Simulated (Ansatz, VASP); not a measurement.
# Si2B3 in VASP and in Ansatz

```
Si B
1.0
     4.56920    0.00000    0.00000
     0.00000    4.56920    0.00000
     0.00000    0.00000    5.85620
Si B
4 6
Cartesian
  1.1479 1.1479 2.9281
  3.4213 3.4213 2.9281
  3.4213 1.1479 2.9281
  1.1479 3.4213 2.9281
  3.2222 0.0000 0.0000
  1.3470 0.0000 0.0000
  0.0000 3.2222 0.0000
  0.0000 1.3470 0.0000
  0.0000 0.0000 4.6202
  0.0000 0.0000 1.2359
```

Alike in both runs: functional PBE; k mesh 4 × 4 × 3; occupations gaussian, width 0.2 eV; no spin polarisation.

Ansatz relaxed the structure, and its values are those at the end. VASP's run is a single point on that final structure, the one shown.

```csv
,VASP,Ansatz
version,VASP 6.6.1,Ansatz 0.2.0
potentials or method,"VASP PAW PBE potentials, release 64 (Si, B), cutoff 500 eV","scalar-relativistic, plane waves, PAW"
valence electrons in the cell,34,34
```

```csv
,VASP,Ansatz,Ansatz less VASP
gap on the k mesh at the Fermi level (eV),none,none,-
pressure (GPa),0.0,0.1,+0.05
rms of the force components (eV/Å),0.008,0.005,-0.0025
```

A gap of «none» marks a metal or a gap that the smearing closes.
